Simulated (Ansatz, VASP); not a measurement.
Two plane-wave programs on Ag2O

INCAR

```
SYSTEM = Ag2O
ALGO = Normal ; EDIFF = 1E-6
ENCUT = 600 ; GGA = PE
GGA_COMPAT = .FALSE. ; ISIF = 2
ISMEAR = 0 ; LASPH = .TRUE.
LCHARG = .FALSE. ; LREAL = .FALSE.
LWAVE = .FALSE. ; NBANDS = 37
NELM = 120 ; PREC = Accurate
SIGMA = 0.1
```

The input KPOINTS:

```
k-points
0
G
  8 8 8
  0 0 0
```

POSCAR

```
Ag2O
1.0
    4.6195747188      0.0000000000      0.0000000000
    0.0000000000      4.6195747188      0.0000000000
    0.0000000000      0.0000000000      4.6195747188
Ag O
4 2
Direct
    0.7500000000      0.7500000000      0.7500000000
    0.7500000000      0.2500000000      0.2500000000
    0.2500000000      0.2500000000      0.7500000000
    0.2500000000      0.7500000000      0.2500000000
    0.0000000000      0.0000000000      0.0000000000
    0.5000000000      0.5000000000      0.5000000000
```

Input for Ansatz:

```yaml
crystal:
  lattice:
    - [4.6195747188, 0.0, 0.0]
    - [0.0, 4.6195747188, 0.0]
    - [0.0, 0.0, 4.6195747188]
  atoms:
    - { symbol: Ag, position: [0.75, 0.75, 0.75] }
    - { symbol: Ag, position: [0.75, 0.25, 0.25] }
    - { symbol: Ag, position: [0.25, 0.25, 0.75] }
    - { symbol: Ag, position: [0.25, 0.75, 0.25] }
    - { symbol: O, position: [0.0, 0.0, 0.0] }
    - { symbol: O, position: [0.5, 0.5, 0.5] }
basis:
  ecutwfc: 420
kpoints:
  mp_grid: { grid: [8, 8, 8] }
  band_path: { path: [VBM, CBM], npoints: 2 }
hamiltonian:
  xc: pbe
scf:
  occupations: { method: gaussian, width: 0.1 }
output:
  forces: true
  stress: true
  eigenvalues: true
checkpoint:
  read: start.run
  write: ck
  compress: false
  write_wavefunctions: false
  write_every: 100000
```

Alike in both runs: task single point; functional PBE; k mesh 8 × 8 × 8; occupations gaussian, width 0.1 eV; no spin polarisation.

|  | VASP | Ansatz |
| --- | --- | --- |
| version | VASP 6.6.1 | Ansatz 0.2.0 |
| potentials or method | VASP PAW PBE potentials, release 64 (Ag, O), cutoff 600 eV | scalar-relativistic, plane waves, PAW |
| valence electrons in the cell | 56 | 88 |

|  | VASP | Ansatz | Ansatz less VASP |
| --- | --- | --- | --- |
| gap on the k mesh at the Fermi level (eV) | 0.15 | 0.14 | -0.007 |
| least direct gap on the mesh (eV) | 0.15 | 0.14 | -0.007 |
| pressure (GPa) | 11.6 | 11.8 | +0.23 |

The functional is the same, so the differences come from potentials, cutoffs and numerics. VASP's potentials hold 56 valence electrons a cell and Ansatz's 88, so a difference there can come from the potentials and not from the codes.
